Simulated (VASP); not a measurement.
# Al2O3 (C2/m) in VASP: single point with r2SCAN

Aim: the single point of Al2O3 with r2SCAN.

Program: VASP 6.6.1. These are calculated values, not measurements. Logs are shortened: lines on timing, memory, paths and dates and some standing lists are left out, and cuts for length are marked.

## (1) The cell of the first run

The typed cell holds 5 atoms: a = 3.017 Å, b = 3.017 Å, c = 7.575 Å, α = 90.00°, β = 90.00°, γ = 120.00°.

## (2) Single point, r2SCAN

Contents of POSCAR:

```
Al2O3
1.0
    3.0174825428      0.0000000000      0.0000000000
   -1.5087412714      2.6132165376      0.0000000000
    0.0000000000      0.0000000000      7.5746360000
Al O
2 3
Direct
   -0.0000745043      0.0000745043      0.2744784516
   -0.0005635954      0.0005635954      0.7143140745
    0.3333333333      0.6666666667      0.1994540002
    0.6660281113      0.3339718887      0.7893298906
   -0.0003175636      0.0003175636      0.4943942844
```

Contents of INCAR.step1:

```
  PREC = Accurate
  ENCUT = 1480
  ISMEAR = 0
  SIGMA = 0.01
  LREAL = False
  LASPH = True
  NELM = 120
  ISYM = 0
  NBANDS = 20
  GGA = PE
  ALGO = Normal
  EDIFF = 1E-5
  LWAVE = True
  LCHARG = False
  GGA_COMPAT = False
```

Contents of INCAR.step2:

```
  PREC = Accurate
  ENCUT = 1480
  EDIFF = 1E-6
  ISMEAR = 0
  SIGMA = 0.01
  LREAL = False
  LASPH = True
  NELM = 120
  ALGO = Normal
  ISIF = 2
  LWAVE = False
  LCHARG = True
  METAGGA = R2SCAN
  LMIXTAU = True
  LELF = True
  LVHAR = True
  ISYM = 0
  NBANDS = 20
  ISTART = 1
  GGA_COMPAT = False
```

Contents of KPOINTS:

```
Automatic mesh
0
Gamma
  4 4 2
  0.5 0.5 0.5
```

Potentials or basis: VASP PAW PBE potentials, release 64 (Al, O_h).

Command:

```console
$ cat potpaw_PBE.64/Al/POTCAR potpaw_PBE.64/O_h/POTCAR > POTCAR
$ cp INCAR.step1 INCAR
$ mpirun -np 1 vasp_std > vasp.out
$ cp INCAR.step2 INCAR
$ mpirun -np 1 vasp_std > vasp.out
```

OUTCAR:

```text
PREC = Accurate
   ENCUT = 1480
   EDIFF = 1E-6
   ISMEAR = 0
   LREAL = False
   LASPH = True
   NELM = 120
   ISIF = 2
   METAGGA = R2SCAN
   ISYM = 0
   ISTART = 1

 ion  position               nearest neighbor table
   1  1.000  0.000  0.274-   5 1.67   3 1.83   3 1.83   3 1.83   2 3.33
   2  0.999  0.001  0.714-   5 1.67   4 1.83   4 1.83   4 1.83   1 3.33
   3  0.333  0.667  0.199-   1 1.83   1 1.83   1 1.83
   4  0.666  0.334  0.789-   2 1.83   2 1.83   2 1.83
   5  1.000  0.000  0.494-   1 1.67   2 1.67

IMPORTANT INFORMATION: All symmetrisations will be switched off!
NOSYMM: (Re-)initialisation of all symmetry stuff for point group C_1.

----------------------------------------------------------------------------------------

                                     Primitive cell

  volume of cell :      59.7285

  direct lattice vectors                    reciprocal lattice vectors
     3.017482543  0.000000000  0.000000000     0.331402083  0.191335082  0.000000000
    -1.508741271  2.613216538  0.000000000     0.000000000  0.382670164  0.000000000
     0.000000000  0.000000000  7.574636000     0.000000000  0.000000000  0.132019545

  length of vectors
     3.017482543  3.017482543  7.574636000     0.382670164  0.382670164  0.132019545

  position of ions in fractional coordinates (direct lattice)
     0.999925496  0.000074504  0.274478452
     0.999436405  0.000563595  0.714314075
     0.333333333  0.666666667  0.199454000
     0.666028111  0.333971889  0.789329891
     0.999682436  0.000317564  0.494394284

  ion indices of the primitive-cell ions
   primitive index   ion index
                 1           1
                 2           2
                 3           3
                 4           4
                 5           5

----------------------------------------------------------------------------------------

 KPOINTS: Automatic mesh

Automatic generation of k-mesh.
 Grid dimensions read from file:
 generate k-points for:    4    4    2

 Generating k-lattice:

  Cartesian coordinates                     Fractional coordinates (reciprocal lattice)
     0.082850521  0.047833770  0.000000000     0.250000000  0.000000000  0.000000000
     0.000000000  0.095667541  0.000000000     0.000000000  0.250000000  0.000000000
     0.000000000  0.000000000  0.066009773     0.000000000  0.000000000  0.500000000

  Length of vectors
     0.095667541  0.095667541  0.066009773

  Shift w.r.t. Gamma in fractional coordinates (k-lattice)
     0.500000000  0.500000000  0.500000000

 Subroutine IBZKPT returns following result:
 ===========================================

 Found     48 irreducible k-points:

 Following reciprocal coordinates:
            Coordinates               Weight
  0.125000  0.125000  0.250000      2.000000
 -0.125000  0.250000  0.250000      2.000000
 -0.250000  0.125000  0.250000      2.000000
 -0.125000 -0.125000  0.250000      2.000000
  0.125000 -0.250000  0.250000      2.000000
  0.250000 -0.125000  0.250000      2.000000
[... 16 lines left out ...]
  0.125000  0.250000  0.250000      2.000000
 -0.250000  0.375000  0.250000      2.000000
 [... further k-points ...]
   k-points           NKPTS =     48   k-points in BZ     NKDIM =     48   number of bands    NBANDS=     20
   number of dos      NEDOS =    301   number of ions     NIONS =      5
   total plane-waves  NPLWV = 153600
   dimension x,y,z NGX =    40 NGY =   40 NGZ =   96
   dimension x,y,z NGXF=    80 NGYF=   80 NGZF=  192
   ions per type =               2   3
   NGX,Y,Z   is equivalent  to a cutoff of  22.04, 22.04, 21.07 a.u.
   NGXF,Y,Z  is equivalent  to a cutoff of  44.08, 44.08, 42.14 a.u.
 SYSTEM =  unknown system
   PREC   = accura    normal or accurate (medium, high low for compatibility)
   ISTART =      1    job   : 0-new  1-cont  2-samecut
   ICHARG =      0    charge: 1-file 2-atom 10-const
   ISPIN  =      1    spin polarized calculation?
   LNONCOLLINEAR =      F non collinear calculations
   LSORBIT =      F    spin-orbit coupling
   LASPH  =      T    aspherical Exc in radial PAW
   ENCUT  = 1480.0 eV 108.78 Ry   10.43 a.u.   9.47  9.47 23.76*2*pi/ulx,y,z
   NELM   =    120;   NELMIN=  2; NELMDL=  0     # of ELM steps
   EDIFF  = 0.1E-05   stopping-criterion for ELM
   LREAL  =      F    real-space projection
   EDIFFG = 0.1E-04   stopping-criterion for IOM
   NSW    =      0    number of steps for IOM
   IBRION =     -1    ionic relax: 0-MD 1-quasi-New 2-CG
   NFREE  =      0    steps in history (QN), initial steepest desc. (CG)
   ISIF   =      2    stress and relaxation
   ISYM   =      0    0-nonsym 1-usesym 2-fastsym
   POTIM  = 0.5000    time-step for ionic-motion
   TEBEG  =    0.0;   TEEND  =   0.0 temperature during run
   PSTRESS=    0.0 pullay stress
   NELECT =      24.0000    total number of electrons
   NUPDOWN=      -1.0000    fix difference up-down
   EMIN   =  10.00;   EMAX   =-10.00  energy-range for DOS
   EFERMI =   0.00;   METHOD = LEGACY
   ISMEAR =     0;   SIGMA  =   0.01  broadening in eV -4-tet -1-fermi 0-gaus
   EFERMI_NEDOS =   21; number of points for ismear=-14 and -15
   IALGO  =     38    algorithm
   IMIX   =      4    mixing-type and parameters
     AMIX     =   0.40;   BMIX     =  1.00
     AMIX_MAG =   1.60;   BMIX_MAG =  1.00
  volume/ion in A,a.u.               =      11.95        80.61
  Fermi-wavevector in a.u.,A,eV,Ry     =   1.208049  2.282882 19.856107  1.459383
  Thomas-Fermi vector in A             =   2.343669
   LORBIT       =      0    0 simple, 1 ext, 2 COOP (PROOUT), +10 PAW based schemes
   METAGGA = R2SCAN    functional components
   LHFCALC =     F    Hartree Fock is set to
   AEXX    =    0.0000 exact exchange contribution
   IVDW    =     0    specifies the selected vdW correction
   LEPSILON=     F    determine dielectric tensor
   LRPA    =     F    only Hartree local field effects (RPA)
 non-spin polarized calculation
 Gauss-broadening in eV      SIGMA  =   0.01
  energy-cutoff  :     1480.00
  volume of cell :       59.73
 maximum number of plane-waves:      7752
 NGX is ok and might be reduce to    40
   NGX = 19   NGY = 19   NGZ = 47

 number of electron      24.0000001 magnetization

 Free energy of the ion-electron system (eV)
  ---------------------------------------------------
  ext. energy  EPLUGINS =         0.00000000
  ---------------------------------------------------
  free energy    TOTEN  =       -46.70145184 eV

  energy without entropy =      -46.70145184  energy(sigma->0) =      -46.70145184

 E-fermi :   3.8335     XC(G=0): -10.1269

 val. band max:        3.7628487593   @ k =  -0.1250   0.1250   0.2500
 cond. band min:       7.8746069992   @ k =   0.0000  -0.1250   0.2500
 fundamental gap:      4.1117582399
 Fermi energy:         3.8334689493

 k-point     1 :       0.1250    0.1250    0.2500
  band No.  band energies     occupation
      1     -16.5008      2.00000
      2     -16.4018      2.00000
      3     -13.8346      2.00000
      4      -2.1606      2.00000
      5      -1.4713      2.00000
      6      -1.0782      2.00000
[... 12 lines left out ...]
     19      17.5488      0.00000
     20      17.9189      0.00000

 k-point     2 :      -0.1250    0.2500    0.2500
  band No.  band energies     occupation
      1     -16.5009      2.00000
      2     -16.4018      2.00000
      3     -13.8345      2.00000
      4      -2.1599      2.00000
      5      -1.4705      2.00000
      6      -1.0783      2.00000
[... 12 lines left out ...]
     19      17.5477      0.00000
     20      17.9182      0.00000

 k-point     3 :      -0.2500    0.1250    0.2500
  band No.  band energies     occupation
      1     -16.5009      2.00000
      2     -16.4018      2.00000
      3     -13.8345      2.00000
      4      -2.1599      2.00000
      5      -1.4705      2.00000
      6      -1.0783      2.00000
[... 12 lines left out ...]
     19      17.5477      0.00000
     20      17.9182      0.00000

 k-point     4 :      -0.1250   -0.1250    0.2500
  band No.  band energies     occupation
      1     -16.5008      2.00000
      2     -16.4018      2.00000
      3     -13.8346      2.00000
      4      -2.1606      2.00000
      5      -1.4713      2.00000
      6      -1.0782      2.00000
[... 12 lines left out ...]
     19      17.5488      0.00000
     20      17.9189      0.00000

 k-point     5 :       0.1250   -0.2500    0.2500
  band No.  band energies     occupation
      1     -16.5009      2.00000
      2     -16.4018      2.00000
      3     -13.8345      2.00000
      4      -2.1598      2.00000
      5      -1.4707      2.00000
      6      -1.0784      2.00000
[... 12 lines left out ...]
     19      17.5513      0.00000
     20      17.9187      0.00000

 k-point     6 :       0.2500   -0.1250    0.2500
  band No.  band energies     occupation
      1     -16.5009      2.00000
      2     -16.4018      2.00000
      3     -13.8345      2.00000
      4      -2.1598      2.00000
      5      -1.4707      2.00000
      6      -1.0784      2.00000
[... 12 lines left out ...]
     19      17.5513      0.00000
     20      17.9187      0.00000

 k-point     7 :       0.3750    0.1250    0.2500
  band No.  band energies     occupation
      1     -15.9527      2.00000
      2     -15.9174      2.00000
      3     -13.5903      2.00000
      4      -3.3622      2.00000
      5      -3.0124      2.00000
      6      -1.1644      2.00000
[... 12 lines left out ...]
     19      16.4018      0.00000
     20      17.8366      0.00000
[... 277 lines left out ...]
 k-point    20 :      -0.1250   -0.2500    0.2500
  band No.  band energies     occupation
      1     -16.1922      2.00000
      2     -16.1242      2.00000
      3     -13.6909      2.00000
      4      -2.8039      2.00000
      5      -2.4148      2.00000
      6      -0.9617      2.00000
[... 12 lines left out ...]
     19      17.1343      0.00000
     20      17.9655      0.00000

 k-point    21 :       0.2500   -0.3750    0.2500
  band No.  band energies     occupation
      1     -16.1873      2.00000
      2     -16.1295      2.00000
      3     -13.6903      2.00000
      4      -2.8304      2.00000
      5      -2.3924      2.00000
      6      -0.9974      2.00000
[... 12 lines left out ...]
     19      17.1837      0.00000
     20      17.8746      0.00000

 k-point    22 :       0.3750   -0.1250    0.2500
  band No.  band energies     occupation
      1     -16.1922      2.00000
      2     -16.1242      2.00000
      3     -13.6908      2.00000
      4      -2.8032      2.00000
      5      -2.4147      2.00000
      6      -0.9628      2.00000
[... 12 lines left out ...]
     19      17.1375      0.00000
     20      17.9630      0.00000

 k-point    23 :       0.1250    0.2500    0.2500
  band No.  band energies     occupation
      1     -16.1873      2.00000
      2     -16.1294      2.00000
      3     -13.6905      2.00000
      4      -2.8316      2.00000
      5      -2.3926      2.00000
      6      -0.9958      2.00000
[... 12 lines left out ...]
     19      17.1786      0.00000
     20      17.8750      0.00000

 k-point    24 :      -0.2500    0.3750    0.2500
  band No.  band energies     occupation
      1     -16.1923      2.00000
      2     -16.1243      2.00000
      3     -13.6907      2.00000
      4      -2.8028      2.00000
      5      -2.4144      2.00000
      6      -0.9634      2.00000
[... 12 lines left out ...]
     19      17.1363      0.00000
     20      17.9629      0.00000

 [... further k-points ...]

------------------------ aborting loop because EDIFF is reached ----------------------------------------

  FORCE on cell =-STRESS in cart. coord.  units (eV):
  Direction    XX          YY          ZZ          XY          YZ          ZX
  --------------------------------------------------------------------------------------
  -------------------------------------------------------------------------------------
  Total       -1.7705071     -1.7597528      0.0911706      0.0095507     -0.0055776      0.0096604
  in kB      -47.4926419    -47.2041645      2.4455893      0.2561901     -0.1496145      0.2591330
  external PRESSURE =     -30.7504057 kB  Pullay stress =       0.0000000 kB

 VOLUME and BASIS-vectors are now :
 -----------------------------------------------------------------------------
  energy-cutoff  :     1480.00
  volume of cell :       59.73
      direct lattice vectors                 reciprocal lattice vectors
     3.017482543  0.000000000  0.000000000     0.331402083  0.191335082  0.000000000
    -1.508741271  2.613216538  0.000000000     0.000000000  0.382670164  0.000000000
     0.000000000  0.000000000  7.574636000     0.000000000  0.000000000  0.132019545

 POSITION                                       TOTAL-FORCE (eV/Angst)
 -----------------------------------------------------------------------------------
      3.01715      0.00019      2.07907         0.004729     -0.002730     -0.048661
      3.01493      0.00147      5.41067        -0.004803      0.002773      0.047043
     -0.00000      1.74214      1.51079        -0.005767      0.003330     -0.000886
      1.50585      0.87274      5.97889         0.005758     -0.003325      0.001798
      3.01605      0.00083      3.74486         0.000083     -0.000048      0.000705
 -----------------------------------------------------------------------------------
    total drift:                                0.000105     -0.000061      0.000301

  FREE ENERGIE OF THE ION-ELECTRON SYSTEM (eV)
  ---------------------------------------------------
  free  energy   TOTEN  =       -46.7014518423 eV

  energy  without entropy=      -46.7014518423  energy(sigma->0) =      -46.70145184
```

Run time: 15 min. Hardware: 1 thread of Intel Xeon Platinum 8259CL at 2.50GHz (Skylake/Cascade Lake), shared host; peak memory 0.56 GiB.

What came out:

```yaml
Free_energy: -46.7015 eV
Pressure: -3.1 GPa
Largest_force: 0.049 eV/Å
Band_gap_on_the_k_mesh: 4.11 eV
```

Forces in eV/Å, atoms in the order of the input:
```
Al   0.005 -0.003 -0.049
Al  -0.005  0.003  0.047
O   -0.006  0.003 -0.001
O    0.006 -0.003  0.002
O    0.000  0.000  0.001
```

Caveat: the k points lie up to 0.60 Å⁻¹ apart; the PAW data sets were made with another functional, which shifts forces and pressure a little; a shifted mesh leaves out Γ, where band edges can lie. A k mesh can miss the band edges.
